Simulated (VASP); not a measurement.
Crystal: P.

```
CELL_PARAMETERS angstrom
1.71414 0.98966 3.10867
-1.71414 0.98966 3.10867
0.00000 -1.97932 3.10867
ATOMIC_POSITIONS crystal
P 0.77292 0.77292 0.77292
P 0.22708 0.22708 0.22708
```

This cell differs from its parent crystal: volume scaled by 0.98.

Program: VASP 6.6.1. Alike in all runs: task single point; no spin polarisation; cell as given; k mesh 9 × 9 × 9; cutoff (eV) 520; smearing fermi-dirac 0.05 eV.

Question: Order these runs on this cell by their pressure, lowest first.
A. level PBE; potentials or basis VASP PAW PBE potentials, release 64 (P)
B. level PBEsol; potentials or basis VASP PAW PBE potentials, release 64 (P)
C. level LDA; potentials or basis VASP PAW LDA potentials, release 64 (P)

Answer: C (-1.5 GPa), B (0.0 GPa), A (3.3 GPa).

Caveats: the PAW data sets were made with another functional, which shifts forces and pressure a little (some runs).
